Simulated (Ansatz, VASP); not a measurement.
# Two plane-wave programs on Li

```
CELL_PARAMETERS angstrom
0.00000 2.20200 2.20200
2.20200 0.00000 2.20200
2.20200 2.20200 0.00000
ATOMIC_POSITIONS crystal
Li 0.00000 0.00000 0.00000
```

Alike in both runs: task relaxation of cell and atoms; functional PBEsol; dispersion D3(BJ); k mesh 8 × 8 × 8; occupations gaussian, width 0.15 eV; no spin polarisation.

```csv
,VASP,Ansatz
version,VASP 6.6.1,Ansatz 0.2.0
potentials or method,"VASP PAW PBE potentials, release 64 (Li_sv)","plane waves, PAW"
plane-wave cutoff (eV),750,420
valence electrons in the cell,3,3
```

Ansatz gave:

* relaxed volume (Å³/atom): 18.50
* relaxed cell length with the largest relative difference (Å): 2.969

**Question.** What did VASP give for the same quantities?

**Answer.** Relaxed volume (Å³/atom): 18.36; relaxed cell length with the largest relative difference (Å): 2.961.

VASP's potentials were made for PBE, not for PBEsol.
